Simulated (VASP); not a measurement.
# In4GaP6 (a cell with a defect) in VASP: notebook

Runs on In4GaP6 (a cell with a defect). Level: PBEsol. Tasks: single point.

Everything below comes from runs of VASP 6.6.1. Logs are shortened: lines on timing, memory, paths and dates and some standing lists are left out, and cuts for length are marked.

## Step 1: The cell of the first run

The cell holds a defect, 11 atoms: a = 6.811 Å, b = 7.186 Å, c = 7.186 Å, α = 120.00°, β = 90.00°, γ = 90.00°.

## Step 2: Single point, PBEsol, collinear spin

Input file INCAR:

```
  ALGO = Normal
  EDIFF = 1E-7
  ENCUT = 520
  GGA = PS
  ISIF = 2
  ISMEAR = 0
  ISPIN = 2
  LASPH = T
  LCHARG = F
  LORBIT = 11
  LREAL = F
  LWAVE = F
  MAGMOM = 0 0 0 0 0 0 0 0 0.12 0.12 0.12
  NBANDS = 62
  NELM = 150
  PREC = Accurate
  SIGMA = 0.02
```

Input file KPOINTS:

```
k-points
0
Gamma
  2 2 2
```

Input file POSCAR:

```
In4GaP6
1.0
    0.0000000000      0.0000000000      6.8109863101
    0.0000000000      7.1857340290      0.0000000000
   -6.2230282140     -3.5928670145      0.0000000000
Ga In P
1 4 6
Direct
    0.5512009317      0.2375460721      0.2046209588
    0.5300097278      0.6009597981      0.9652757136
   -0.0235344769      0.7102773149      0.6824106936
    0.0252403972      0.2976194419      0.9676178209
   -0.0179144392      1.0035348955      0.3419608472
    0.8756822769      0.3378901747      0.3212579039
    0.8162481536      1.0144713872      0.6627363493
    0.8970906300      0.6517667660      0.9952284944
    0.3428811766      0.8575334236      0.8629398446
    0.4016543090      0.2024285521      0.8852553468
    0.3512228466      0.9748610896      0.2218071255
```

Potentials or basis: VASP PAW PBE potentials, release 64 (Ga_d, In_d, P).

Started as:

```sh
cat potpaw_PBE.64/Ga_d/POTCAR potpaw_PBE.64/In_d/POTCAR potpaw_PBE.64/P/POTCAR > POTCAR
mpirun -np 1 vasp_std > vasp.out
```

OUTCAR:

```text
EDIFF = 1E-7
   ENCUT = 520
   GGA = PS
   ISIF = 2
   ISMEAR = 0
   ISPIN = 2
   LASPH = T
   LORBIT = 11
   LREAL = F
   NELM = 150
   PREC = Accurate

 ion  position               nearest neighbor table
   1  0.551  0.238  0.205-   6 2.35  11 2.38  10 2.41
   2  0.530  0.601  0.965-   8 2.52   9 2.63  11 2.67  10 2.77   3 3.95   4 4.02
   3  0.976  0.710  0.682-   7 2.51   8 2.54   6 2.72   9 2.77   4 3.67   5 3.95   2 3.95
   4  0.025  0.298  0.968-   7 2.55   8 2.60   6 2.62  10 2.64   3 3.67   5 3.91   2 4.02
   5  0.982  0.004  0.342-   7 2.53   8 2.58   6 2.58  11 2.63   4 3.91   3 3.95
   6  0.876  0.338  0.321-   1 2.35   5 2.58   4 2.62   3 2.72
   7  0.816  0.014  0.663-   3 2.51   5 2.53   4 2.55
   8  0.897  0.652  0.995-   2 2.52   3 2.54   5 2.58   4 2.60
   9  0.343  0.858  0.863-  11 2.28  10 2.44   2 2.63   3 2.77
  10  0.402  0.202  0.885-   1 2.41   9 2.44   4 2.64   2 2.77
  11  0.351  0.975  0.222-   9 2.28   1 2.38   5 2.63   2 2.67

  LATTYP: Found a hexagonal cell.
 ALAT       =     7.1857340290
 C/A-ratio  =     0.9478483733

  Lattice vectors:

 A1 = (   0.0000000000,   7.1857340290,   0.0000000000)
 A2 = (  -6.2230282140,  -3.5928670145,   0.0000000000)
 A3 = (   0.0000000000,   0.0000000000,   6.8109863101)

Analysis of symmetry for initial positions (statically):
=====================================================================
 Subroutine PRICEL returns:
 Original cell was already a primitive cell.

 Routine SETGRP: Setting up the symmetry group for a
 hexagonal supercell.

 Subroutine GETGRP returns: Found  1 space group operations
 (whereof  1 operations were pure point group operations)
 out of a pool of 24 trial point group operations.

The static configuration has the point symmetry C_1 .

Analysis of symmetry for dynamics (positions and initial velocities):
=====================================================================
 Subroutine PRICEL returns:
 Original cell was already a primitive cell.

 Routine SETGRP: Setting up the symmetry group for a
 hexagonal supercell.

 Subroutine GETGRP returns: Found  1 space group operations
 (whereof  1 operations were pure point group operations)
 out of a pool of 24 trial point group operations.

The dynamic configuration has the point symmetry C_1 .

Analysis of structural, dynamic, and magnetic symmetry:
[... 162 lines left out ...]

 val. band max:        3.8696584016   @ k =   0.5000   0.0000   0.5000
 cond. band min:       3.8850445823   @ k =   0.0000   0.5000  -0.0000
 fundamental gap:      0.0153861807
 Fermi energy:         3.8781725527

 spin component 1

 k-point     1 :       0.0000    0.0000    0.0000
  band No.  band energies     occupation
      1     -11.2458      1.00000
      2     -11.1874      1.00000
      3     -11.1648      1.00000
      4     -11.1157      1.00000
      5     -11.0989      1.00000
      6     -10.6587      1.00000
[... 485 lines left out ...]
     58       7.8137      0.00000
     59       8.0858      0.00000
 Fermi energy:         3.8781725527

 spin component 2

 k-point     1 :       0.0000    0.0000    0.0000
  band No.  band energies     occupation
      1     -11.2450      1.00000
      2     -11.1867      1.00000
      3     -11.1643      1.00000
      4     -11.1150      1.00000
      5     -11.0985      1.00000
      6     -10.6569      1.00000
[... 485 lines left out ...]
     58       7.8164      0.00000
     59       8.0885      0.00000
 [bands above 59 left out]

------------------------ aborting loop because EDIFF is reached ----------------------------------------

  FORCE on cell =-STRESS in cart. coord.  units (eV):
  Direction    XX          YY          ZZ          XY          YZ          ZX
  --------------------------------------------------------------------------------------
  -------------------------------------------------------------------------------------
  Total       -4.7423433     -5.8260022     -3.9906696      0.6420923     -1.3029999      1.6968904
  in kB      -24.9471339    -30.6477297    -20.9929483      3.3777316     -6.8544413      8.9265053
  external PRESSURE =     -25.5292706 kB  Pullay stress =       0.0000000 kB

 VOLUME and BASIS-vectors are now :
 -----------------------------------------------------------------------------
  energy-cutoff  :      520.00
  volume of cell :      304.57
      direct lattice vectors                 reciprocal lattice vectors
     0.000000000  0.000000000  6.810986310     0.000000000  0.000000000  0.146821614
     0.000000000  7.185734029  0.000000000    -0.080346735  0.139164628  0.000000000
    -6.223028214 -3.592867014  0.000000000    -0.160693470  0.000000000  0.000000000

 POSITION                                       TOTAL-FORCE (eV/Angst)
 -----------------------------------------------------------------------------------
     -1.27336      0.97177      3.75422         0.145108     -0.010942      0.042269
     -6.00694      0.85023      3.60989        -0.018985     -0.055273      0.018265
     -4.24666      2.65205      6.65069        -0.012700     -0.000492     -0.030930
     -6.02151     -1.33791      0.17191        -0.021495     -0.000625      0.013983
     -2.12803     -1.20322      6.68897        -0.018061      0.004751     -0.021572
     -1.99920      1.27375      5.96426         0.002296     -0.006963     -0.013151
     -4.12423     -2.27714      5.55945        -0.025672     -0.005277      0.015520
     -6.19334      1.10770      6.11007        -0.014802     -0.010174      0.006054
     -5.37010      3.06158      2.33536        -0.102879     -0.021171     -0.015471
     -5.50897     -1.72601      2.73566        -0.032681      0.065494     -0.006925
     -1.38031      6.20817      2.39217         0.099870      0.040673     -0.008044
 -----------------------------------------------------------------------------------
    total drift:                               -0.000405     -0.001397     -0.000310

  FREE ENERGIE OF THE ION-ELECTRON SYSTEM (eV)
  ---------------------------------------------------
  free  energy   TOTEN  =       -48.6220380790 eV

  energy  without entropy=      -48.6204684887  energy(sigma->0) =      -48.62125328

 total charge

# of ion       s       p       d       tot
------------------------------------------
    1        0.938   0.676   9.985  11.599
    2        0.897   0.608   9.881  11.385
    3        0.859   0.662   9.887  11.408
    4        0.844   0.705   9.890  11.439
    5        0.845   0.709   9.894  11.448
    6        1.041   1.427   0.000   2.468
    7        1.079   1.378   0.000   2.457
    8        1.040   1.449   0.000   2.489
    9        1.076   1.333   0.000   2.409
   10        1.085   1.314   0.000   2.399
   11        1.059   1.390   0.000   2.448
--------------------------------------------------
tot         10.763  11.651  49.536  71.950

 magnetization (x)

# of ion       s       p       d       tot
------------------------------------------
    1        0.000   0.001   0.000   0.002
    2        0.003   0.002   0.000   0.005
    3        0.001   0.001   0.000   0.002
    4       -0.000   0.000   0.000   0.001
    5        0.001   0.000   0.000   0.001
    6        0.000   0.001   0.000   0.002
    7        0.000   0.001   0.000   0.001
    8        0.001   0.000   0.000   0.001
    9        0.001   0.003   0.000   0.004
   10        0.002   0.006   0.000   0.008
   11        0.001   0.005   0.000   0.005
--------------------------------------------------
tot          0.010   0.021   0.001   0.031
```

Run time: 11 min. Hardware: 1 thread of Intel Xeon Platinum 8259CL at 2.50GHz (Skylake/Cascade Lake), shared host; peak memory 0.65 GiB.

What came out:

- Free energy: -48.6220 eV
- Pressure: -2.6 GPa
- Largest force: 0.152 eV/Å
- Net moment: 0.06 μB per cell
- Valence electrons inside the program's atomic spheres: Ga 11.60; In 11.38, 11.41, 11.44, 11.45; P 2.47, 2.46, 2.49, 2.41, 2.40, 2.45

Forces on the atoms (eV/Å):
```
Ga   0.145 -0.011  0.042
In  -0.019 -0.055  0.018
In  -0.013  0.000 -0.031
In  -0.021 -0.001  0.014
In  -0.018  0.005 -0.022
P    0.002 -0.007 -0.013
P   -0.026 -0.005  0.016
P   -0.015 -0.010  0.006
P   -0.103 -0.021 -0.015
P   -0.033  0.065 -0.007
P    0.100  0.041 -0.008
```

Caveat: the k points lie up to 0.50 Å⁻¹ apart; the PAW data sets were made with another functional, which shifts forces and pressure a little; spin-orbit coupling is left out, which moves the levels of the heavy elements.

## Step 3: Single point, PBEsol, collinear spin

Input file INCAR:

```
SYSTEM = In4GaP6
PREC = Accurate ; ENCUT = 520
EDIFF = 1E-6 ; ISMEAR = 0
SIGMA = 0.02 ; LREAL = .FALSE.
LASPH = .TRUE. ; NELM = 150
ALGO = Normal ; ISIF = 2
LWAVE = .FALSE. ; LCHARG = .FALSE.
ISPIN = 2 ; MAGMOM = 0 0 0 0 0 0 0 0 0.12 0.12 0.12
LORBIT = 11 ; GGA = PS
NBANDS = 62
```

Input file KPOINTS:

```
Automatic mesh
0
G
  2 2 2
  0 0 0
```

Input file POSCAR:

```
In4GaP6
1.0
    0.0000000000      0.0000000000      6.8109863101
    0.0000000000      7.1857340290      0.0000000000
   -6.2230282140     -3.5928670145      0.0000000000
Ga In P
1 4 6
Direct
    0.5390442489      0.0291233824     -0.2288095042
    0.5352591877      0.6441879778      1.0352310448
   -0.0195791026      0.6581277916      0.6657480663
    0.0122051339      0.3259347490      1.0379586558
   -0.0074849659      1.0287356244      0.3284785043
    0.8169523101      0.3447894470      0.3486127534
    0.8737988492      1.0108391867      0.6807386781
    0.9025032088      0.6591313349      1.0165493040
    0.3514944666      0.7512990667      0.7747200935
    0.3923992618      0.3176568856      1.0948222900
    0.3531890817      1.0079520927      0.1348390159
```

Potentials or basis: VASP PAW PBE potentials, release 64 (Ga_d, In_d, P).

Started as:

```sh
cat potpaw_PBE.64/Ga_d/POTCAR potpaw_PBE.64/In_d/POTCAR potpaw_PBE.64/P/POTCAR > POTCAR
mpirun -np 1 vasp_std > vasp.out
```

OUTCAR:

```text
SYSTEM = In4GaP6
   PREC = Accurate
   ENCUT = 520
   EDIFF = 1E-6
   ISMEAR = 0
   LREAL = .FALSE.
   LASPH = .TRUE.
   NELM = 150
   ISIF = 2
   ISPIN = 2
   LORBIT = 11
   GGA = PS

 ion  position               nearest neighbor table
   1  0.539  0.029  0.771-   7 2.36   9 2.38  10 2.43
   2  0.535  0.644  0.035-   8 2.51  11 2.65   9 2.67  10 2.76   4 3.98   5 3.99
   3  0.980  0.658  0.666-   6 2.52   8 2.57   7 2.59   9 2.63   4 3.91   5 3.92
   4  0.012  0.326  0.038-   6 2.54   8 2.59   7 2.61  10 2.63   5 3.66   3 3.91   2 3.98
   5  0.993  0.029  0.328-   6 2.51   8 2.55   7 2.72  11 2.79   4 3.66   3 3.92   2 3.99
   6  0.817  0.345  0.349-   5 2.51   3 2.52   4 2.54
   7  0.874  0.011  0.681-   1 2.36   3 2.59   4 2.61   5 2.72
   8  0.903  0.659  0.017-   2 2.51   5 2.55   3 2.57   4 2.59
   9  0.351  0.751  0.775-  11 2.31   1 2.38   3 2.63   2 2.67
  10  0.392  0.318  0.095-  11 2.40   1 2.43   4 2.63   2 2.76
  11  0.353  0.008  0.135-   9 2.31  10 2.40   2 2.65   5 2.79

  LATTYP: Found a hexagonal cell.
 ALAT       =     7.1857340290
 C/A-ratio  =     0.9478483733

  Lattice vectors:

 A1 = (   0.0000000000,   7.1857340290,   0.0000000000)
 A2 = (  -6.2230282140,  -3.5928670145,   0.0000000000)
 A3 = (   0.0000000000,   0.0000000000,   6.8109863101)

Analysis of symmetry for initial positions (statically):
=====================================================================
 Subroutine PRICEL returns:
 Original cell was already a primitive cell.

 Routine SETGRP: Setting up the symmetry group for a
 hexagonal supercell.
[... 1213 lines left out ...]
     -4.14297      2.33719      6.67763         0.041309      0.032316     -0.017412
     -0.23622      2.20570      0.08313         0.033850      0.012002      0.053472
     -2.04413     -0.97369      6.76001         0.058584      0.028833     -0.082686
     -2.16943      1.22505      5.56425         0.059664      0.062049      0.000448
     -4.23626     -2.36792      5.95143        -0.002262      0.025721     -0.032734
     -0.10299      4.67688      6.14694         0.050330      0.008774      0.020452
     -4.82110      2.61517      2.39402        -0.215998      0.106084     -0.042244
     -0.59008      1.94191      2.67263         0.027315      0.054926      0.012331
     -0.83911     -0.42732      2.40557         0.278709     -0.136727     -0.123433
 -----------------------------------------------------------------------------------
    total drift:                               -0.000947      0.000142     -0.000733

  FREE ENERGIE OF THE ION-ELECTRON SYSTEM (eV)
  ---------------------------------------------------
  free  energy   TOTEN  =       -48.5420556428 eV

  energy  without entropy=      -48.5418933044  energy(sigma->0) =      -48.54197447

 total charge

# of ion       s       p       d       tot
------------------------------------------
    1        0.941   0.665   9.983  11.589
    2        0.898   0.604   9.881  11.383
    3        0.845   0.714   9.894  11.453
    4        0.840   0.717   9.893  11.450
    5        0.861   0.659   9.887  11.406
    6        1.078   1.381   0.000   2.459
    7        1.042   1.426   0.000   2.467
    8        1.041   1.453   0.000   2.493
    9        1.060   1.385   0.000   2.445
   10        1.075   1.333   0.000   2.407
   11        1.079   1.324   0.000   2.403
--------------------------------------------------
tot         10.759  11.659  49.538  71.956

 magnetization (x)

# of ion       s       p       d       tot
------------------------------------------
    1       -0.001  -0.004  -0.001  -0.006
    2       -0.012  -0.010  -0.001  -0.022
    3       -0.000  -0.001  -0.001  -0.001
    4        0.000  -0.001  -0.001  -0.001
    5       -0.001   0.000  -0.000  -0.000
    6       -0.000  -0.001   0.000  -0.001
    7       -0.000  -0.004   0.000  -0.004
    8       -0.001  -0.004   0.000  -0.004
    9       -0.002  -0.025   0.000  -0.028
   10       -0.007  -0.034   0.000  -0.042
   11       -0.003  -0.012   0.000  -0.015
--------------------------------------------------
tot         -0.027  -0.095  -0.003  -0.125
```

Run time: 6.5 min. Hardware: 1 thread of Intel Xeon 6975P-C (Granite Rapids), shared host; peak memory 0.63 GiB.

Results:

```yaml
Free_energy: -48.5421 eV
Pressure: -2.5 GPa
Largest_force: 0.426 eV/Å
Net_moment: -0.25 μB per cell
Site_moments: Ga -0.01; In -0.02, -0.00; P -0.00, -0.03, -0.04, -0.01 μB
Valence_electrons_inside_the_program's_atomic_spheres: Ga 11.59; In 11.38, 11.45, 11.41; P 2.46, 2.47, 2.49, 2.44, 2.41, 2.40
```

Forces on the atoms (eV/Å):
```
Ga  -0.386 -0.097  0.153
In   0.054 -0.097  0.059
In   0.041  0.032 -0.017
In   0.034  0.012  0.053
In   0.059  0.029 -0.083
P    0.060  0.062  0.000
P   -0.002  0.026 -0.033
P    0.050  0.009  0.020
P   -0.216  0.106 -0.042
P    0.027  0.055  0.012
P    0.279 -0.137 -0.123
```

Levels at points of the mesh, in eV from the Fermi level:
Spin up:
```tsv
k point	band 43	band 44	band 45	band 46	band 47	band 48	band 49	band 50	band 51	band 52
(0.00, 0.00, 0.00)	-1.67	-1.43	-1.02	-0.64	-0.52	0.68	0.85	1.21	1.85	2.23
(0.50, 0.00, 0.00)	-1.58	-1.34	-0.75	-0.59	-0.47	0.52	1.00	1.17	1.57	1.69
(0.00, 0.50, 0.00)	-1.92	-1.73	-1.48	-1.02	-0.63	-0.14	1.28	1.43	2.04	2.38
(0.00, 0.00, 0.50)	-1.86	-1.61	-1.28	-1.12	-0.25	0.64	1.12	1.23	1.66	2.05
(0.00, 0.50, 0.50)	-1.73	-1.69	-1.49	-1.04	-0.80	0.03	0.87	1.47	2.19	2.39
(0.50, 0.50, 0.00)	-1.91	-1.75	-1.53	-1.33	-0.74	-0.13	1.08	1.20	1.81	2.36
(0.50, 0.00, 0.50)	-1.98	-1.64	-1.62	-1.24	-0.42	-0.03	0.93	1.41	1.55	2.03
(0.50, 0.50, 0.50)	-1.85	-1.65	-1.57	-1.40	-0.70	0.07	0.76	1.36	1.72	2.43
```
Spin down:
```
           k point  band 46  band 47  band 48  band 49  band 50  band 51
(0.00, 0.00, 0.00)    -0.66    -0.52     0.65     0.83     1.15     1.82
(0.50, 0.00, 0.00)    -0.60    -0.49     0.48     0.97     1.16     1.54
(0.00, 0.50, 0.00)    -1.04    -0.69    -0.20     1.26     1.41     2.03
(0.00, 0.00, 0.50)    -1.14    -0.27     0.61     1.06     1.21     1.64
(0.00, 0.50, 0.50)    -1.05    -0.82    -0.09     0.85     1.46     2.17
(0.50, 0.50, 0.00)    -1.34    -0.77    -0.23     1.07     1.18     1.80
(0.50, 0.00, 0.50)    -1.29    -0.45    -0.06     0.90     1.37     1.51
(0.50, 0.50, 0.50)    -1.42    -0.73    -0.04     0.75     1.34     1.71
```

Caveat: the k points lie up to 0.50 Å⁻¹ apart; the PAW data sets were made with another functional, which shifts forces and pressure a little; spin-orbit coupling is left out, which moves the levels of the heavy elements.
